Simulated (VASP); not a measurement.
Write the native input for VASP 6.6.1 that does the following.

* Task: single point
* Functional: PBEsol
* Potentials or basis: VASP PAW PBE potentials, release 64 (Hf_pv, S)
* Cutoff: 520 eV
* k mesh: 12 × 12 × 4
* Occupations: gaussian, width 0.1 eV
* Spin: no spin polarisation
* Dipole correction: no
* Further INCAR settings: ALGO = Normal; EDIFF = 1e-07; NBANDS = 35

The structure of Hf2S lies in POSCAR:

```
Hf2S
1.0
    3.3742737662      0.0000000000      0.0000000000
   -1.6871368831      2.9222068008      0.0000000000
    0.0000000000      0.0000000000     11.7174070300
Hf S
4 2
Direct
    0.6666666667      0.3333333333      0.8998116400
    0.3333333333      0.6666666667      0.3998116400
    0.6666666667      0.3333333333      0.6001883600
    0.3333333333      0.6666666667      0.1001883600
    0.0000000000      0.0000000000      0.7500000000
    0.0000000000      0.0000000000      0.2500000000
```

The input as run:

INCAR

```
SYSTEM = Hf2S
PREC     = Accurate       ! precision mode
ENCUT    = 520            ! plane-wave cutoff, eV
EDIFF    = 1E-7           ! SCF threshold, eV
ISMEAR   = 0              ! smearing method
SIGMA    = 0.1            ! smearing width, eV
LREAL    = .False.        ! projectors in reciprocal space
LASPH    = .True.         ! aspherical terms in the spheres
NELM     = 80             ! most SCF steps
ALGO     = Normal         ! electronic algorithm
ISIF     = 2              ! what is computed and relaxed
LWAVE    = .False.        ! write WAVECAR
LCHARG   = .True.         ! write CHGCAR
GGA      = PS             ! functional
LELF     = .True.         ! ELF
LVHAR    = .True.       
NBANDS   = 35             ! bands
```

KPOINTS

```
regular mesh
0
Gamma
  12 12 4
  0 0 0
```

Potentials or basis: VASP PAW PBE potentials, release 64 (Hf_pv, S).

Launch:

```sh
$ cat potpaw_PBE.64/Hf_pv/POTCAR potpaw_PBE.64/S/POTCAR > POTCAR
$ mpirun -np 1 vasp_std > vasp.out
```

Results of the run:

The pressure is -3.3 GPa and the largest force is 0.202 eV/Å. The band gap on the k mesh is zero (band 26 reaches 6.72 eV, above the bottom of band 27 at 5.80 eV).

Caveat: the PAW data sets were made with another functional, which shifts forces and pressure a little; spin-orbit coupling is left out, which moves the levels of the heavy elements.

Run time: 120 s on 1 thread of Intel(R) Xeon(R) 6975P-C (Granite Rapids) (shared host), peak memory 0.36 GiB.
